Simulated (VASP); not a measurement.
# SiC (wurtzite type) (P6_3mc) in VASP: electric field gradients with PBE

Aim: the electric field gradients of SiC (wurtzite type) with PBE.

All numbers are computed with VASP 6.6.1; they aren't measurements. Logs are shortened: lines on timing, memory, paths and dates and some standing lists are left out, and cuts for length are marked.

### Step 1. The cell of the first run

Symmetry: P6_3mc, No. 186, hexagonal system. Conventional cell: a = 3.092 Å, b = 3.092 Å, c = 5.074 Å, α = 90.00°, β = 90.00°, γ = 120.00°. Within 2.5 Å of Si (site symmetry 3m) lie 4 C at 1.89 to 1.91 Å. C (site symmetry 3m) has 4 Si at 1.89 to 1.91 Å within 2.5 Å.

### Step 2. Electric field gradients, PBE

The input, INCAR:

```
SYSTEM = SiC
ALGO = Normal ; EDIFF = 1E-8
ENCUT = 520 ; GGA = PE
ISIF = 2 ; ISMEAR = -1
LASPH = .TRUE. ; LCHARG = .FALSE.
LEFG = .TRUE. ; LREAL = .FALSE.
LWAVE = .FALSE. ; NBANDS = 16
NELM = 100 ; PREC = Accurate
SIGMA = 0.08
```

The input, KPOINTS:

```
k-points
0
G
  13 13 7
  0 0 0
```

The input, POSCAR:

```
SiC
1.0
    3.0919694552      0.0000000000      0.0000000000
   -1.5459847276      2.6777240959      0.0000000000
    0.0000000000      0.0000000000      5.0743260569
Si C
2 2
Direct
    0.3333333333      0.6666666667      0.0000810694
    0.6666666667      0.3333333333      0.5000810694
    0.3333333333      0.6666666667      0.3759189306
    0.6666666667      0.3333333333      0.8759189306
```

Potentials or basis: VASP PAW PBE potentials, release 64 (Si, C).

Run with:

```
$ cat potpaw_PBE.64/Si/POTCAR potpaw_PBE.64/C/POTCAR > POTCAR
$ mpirun -np 1 vasp_std > vasp.out
```

OUTCAR:

```text
SYSTEM = SiC
   EDIFF = 1E-8
   ENCUT = 520
   GGA = PE
   ISIF = 2
   ISMEAR = -1
   LASPH = .TRUE.
   LREAL = .FALSE.
   NELM = 100
   PREC = Accurate

 ion  position               nearest neighbor table
   1  0.333  0.667  0.000-   4 1.89   4 1.89   4 1.89   3 1.91   2 3.10   2 3.10   2 3.10   2 3.10
                             2 3.10   2 3.10
   2  0.667  0.333  0.500-   3 1.89   3 1.89   3 1.89   4 1.91   1 3.10   1 3.10   1 3.10   1 3.10
                             1 3.10   1 3.10
   3  0.333  0.667  0.376-   2 1.89   2 1.89   2 1.89   1 1.91
   4  0.667  0.333  0.876-   1 1.89   1 1.89   1 1.89   2 1.91

  LATTYP: Found a hexagonal cell.
 ALAT       =     3.0919694552
 C/A-ratio  =     1.6411307196

  Lattice vectors:

 A1 = (   3.0919694552,   0.0000000000,   0.0000000000)
 A2 = (  -1.5459847276,   2.6777240959,   0.0000000000)
 A3 = (   0.0000000000,   0.0000000000,   5.0743260569)

Analysis of symmetry for initial positions (statically):
=====================================================================
 Subroutine PRICEL returns:
 Original cell was already a primitive cell.

 Routine SETGRP: Setting up the symmetry group for a
 hexagonal supercell.

 Subroutine GETGRP returns: Found 12 space group operations
 (whereof  6 operations were pure point group operations)
 out of a pool of 24 trial point group operations.

The static configuration has the point symmetry C_3v.
 The point group associated with its full space group is C_6v.

Analysis of symmetry for dynamics (positions and initial velocities):
=====================================================================
 Subroutine PRICEL returns:
 Original cell was already a primitive cell.

 Routine SETGRP: Setting up the symmetry group for a
 hexagonal supercell.

 Subroutine GETGRP returns: Found 12 space group operations
 (whereof  6 operations were pure point group operations)
 out of a pool of 24 trial point group operations.

The dynamic configuration has the point symmetry C_3v.
 The point group associated with its full space group is C_6v.

 Subroutine INISYM returns: Found 12 space group operations
 (whereof  6 operations are pure point group operations),
 and found     1 'primitive' translations

----------------------------------------------------------------------------------------

                                     Primitive cell

[... 139 lines left out ...]

  energy without entropy =      -30.11027510  energy(sigma->0) =      -30.11027510

 E-fermi :   9.3026     XC(G=0): -11.2825

 val. band max:        8.0836469574   @ k =   0.0000   0.0000   0.0000
 cond. band min:      10.4784047426   @ k =   0.3077   0.3077   0.0000
 fundamental gap:      2.3947577851
 Fermi energy:         9.3025527976

 k-point     1 :       0.0000    0.0000    0.0000
  band No.  band energies     occupation
      1      -7.3615      2.00000
      2      -3.8525      2.00000
      3      -0.5245      2.00000
      4       6.7743      2.00000
      5       6.7743      2.00000
      6       7.9736      2.00000
[... 433 lines left out ...]
      3       0.3811      2.00000
      4       4.9517      2.00000
      5       6.2407      2.00000
      6       6.4100      2.00000
[... 8 lines left out ...]
     15      17.6515      0.00000
     16      18.1639      0.00000

 [... further k-points ...]
[... 5 lines left out ...]
  --------------------------------------------------------------------------------------
  -------------------------------------------------------------------------------------
  Total       -0.0153244     -0.0153244     -0.0113487      0.0000000      0.0000000      0.0000000
  in kB       -0.5844050     -0.5844050     -0.4327912      0.0000000      0.0000000      0.0000000
  external PRESSURE =      -0.5338670 kB  Pullay stress =       0.0000000 kB

 VOLUME and BASIS-vectors are now :
 -----------------------------------------------------------------------------
  energy-cutoff  :      520.00
  volume of cell :       42.01
      direct lattice vectors                 reciprocal lattice vectors
     3.091969455  0.000000000  0.000000000     0.323418460  0.186725735  0.000000000
    -1.545984728  2.677724096  0.000000000     0.000000000  0.373451470  0.000000000
     0.000000000  0.000000000  5.074326057     0.000000000  0.000000000  0.197070505

 POSITION                                       TOTAL-FORCE (eV/Angst)
 -----------------------------------------------------------------------------------
     -0.00000      1.78515      0.00041         0.000000     -0.000000      0.000328
      1.54598      0.89257      2.53757        -0.000000      0.000000      0.000328
     -0.00000      1.78515      1.90754        -0.000000      0.000000     -0.000328
      1.54598      0.89257      4.44470         0.000000     -0.000000     -0.000328
 -----------------------------------------------------------------------------------
    total drift:                               -0.000000      0.000000      0.000586

  FREE ENERGIE OF THE ION-ELECTRON SYSTEM (eV)
  ---------------------------------------------------
  free  energy   TOTEN  =       -30.1102751079 eV

  energy  without entropy=      -30.1102750960  energy(sigma->0) =      -30.11027510

 Electric field gradients (V/A^2)
---------------------------------------------------------------------
 ion       V_xx      V_yy      V_zz      V_xy      V_xz      V_yz
---------------------------------------------------------------------
   1      -1.648    -1.648     3.296    -0.000    -0.000     0.000
   2      -1.648    -1.648     3.296    -0.000     0.000    -0.000
   3      -1.027    -1.027     2.054    -0.000     0.000    -0.000
   4      -1.027    -1.027     2.054    -0.000    -0.000     0.000
---------------------------------------------------------------------

 Electric field gradients after diagonalization (V/A^2)
 (convention: |V_zz| > |V_xx| > |V_yy|)
----------------------------------------------------------------------
 ion       V_xx      V_yy      V_zz     asymmetry (V_yy - V_xx)/ V_zz
----------------------------------------------------------------------
   1      -1.648    -1.648     3.296       0.000
   2      -1.648    -1.648     3.296       0.000
   3      -1.027    -1.027     2.054       0.000
   4      -1.027    -1.027     2.054       0.000
----------------------------------------------------------------------

           NMR quadrupolar parameters

 Cq : quadrupolar parameter    Cq=e*Q*V_zz/h
 eta: asymmetry parameters     (V_yy - V_xx)/ V_zz
 Q  : nuclear electric quadrupole moment in mb (millibarn)
----------------------------------------------------------------------
 ion       Cq(MHz)       eta       Q (mb)
----------------------------------------------------------------------
   1       0.008       0.000       1.000
   2       0.008       0.000       1.000
   3       0.005       0.000       1.000
   4       0.005       0.000       1.000
----------------------------------------------------------------------
```

OSZICAR:

```text
N       E                     dE             d eps       ncg     rms          rms(c)
DAV:   1     0.257301604293E+02    0.25730E+02   -0.70902E+03  2688   0.888E+02
DAV:   2    -0.311611868188E+02   -0.56891E+02   -0.51896E+02  3840   0.158E+02
DAV:   3    -0.337307338489E+02   -0.25695E+01   -0.25604E+01  3520   0.310E+01
DAV:   4    -0.337495972229E+02   -0.18863E-01   -0.18861E-01  3368   0.327E+00
DAV:   5    -0.337497862406E+02   -0.18902E-03   -0.18901E-03  3552   0.309E-01    0.123E+01
DAV:   6    -0.301889212310E+02    0.35609E+01   -0.64481E+00  3368   0.155E+01    0.550E+00
DAV:   7    -0.301278254145E+02    0.61096E-01   -0.10762E+00  3832   0.603E+00    0.245E+00
DAV:   8    -0.301114575749E+02    0.16368E-01   -0.45521E-02  3040   0.137E+00    0.618E-01
DAV:   9    -0.301099245838E+02    0.15330E-02   -0.74383E-03  3552   0.583E-01    0.124E-01
DAV:  10    -0.301102465188E+02   -0.32193E-03   -0.10407E-03  3216   0.186E-01    0.576E-02
DAV:  11    -0.301102734622E+02   -0.26943E-04   -0.10065E-04  3184   0.707E-02    0.136E-02
DAV:  12    -0.301102745676E+02   -0.11054E-05   -0.70154E-06  3544   0.168E-02    0.408E-03
DAV:  13    -0.301102751357E+02   -0.56805E-06   -0.49202E-07  3336   0.460E-03    0.243E-03
DAV:  14    -0.301102751465E+02   -0.10832E-07   -0.38616E-08  3584   0.122E-03    0.154E-03
DAV:  15    -0.301102751057E+02    0.40835E-07   -0.32393E-08  3464   0.108E-03    0.126E-04
DAV:  16    -0.301102751079E+02   -0.22937E-08   -0.21616E-09  1696   0.312E-04
   1 F= -.30110275E+02 E0= -.30110275E+02  d E =-.119348E-07
```

stdout:

```text
POSCAR found type information on POSCAR SiC
 POSCAR found :  2 types and       4 ions
 scaLAPACK will be used
 LDA part: xc-table for (Slater+PW92), standard interpolation
 POSCAR, INCAR and KPOINTS ok, starting setup
 FFT: planning ... GRIDC
 FFT: planning ... GRID_SOFT
 FFT: planning ... GRID
 WAVECAR not read
 entering main loop
ion   1

ion   2

ion   3

ion   4
```

Wall time 26 s (1 thread of Intel Xeon 6975P-C (Granite Rapids), shared host); peak memory 0.17 GiB.

Results:

```yaml
Free_energy: -30.1103 eV
Pressure: -0.1 GPa
Band_gap_on_the_k_mesh: 2.39 eV, indirect (least direct gap 3.96 eV)
```

Electric field gradients, principal values (V/Å²):
| atom | least | middle | greatest (by size) |
| --- | --- | --- | --- |
| 1 Si | -1.648 | -1.648 | 3.296 |
| 2 Si | -1.648 | -1.648 | 3.296 |
| 3 C | -1.027 | -1.027 | 2.054 |
| 4 C | -1.027 | -1.027 | 2.054 |

Caveat: without QUAD_EFG the Cq values of the log hold for a quadrupole moment of 1 mb, not for the nuclei. A k mesh can miss the band edges.
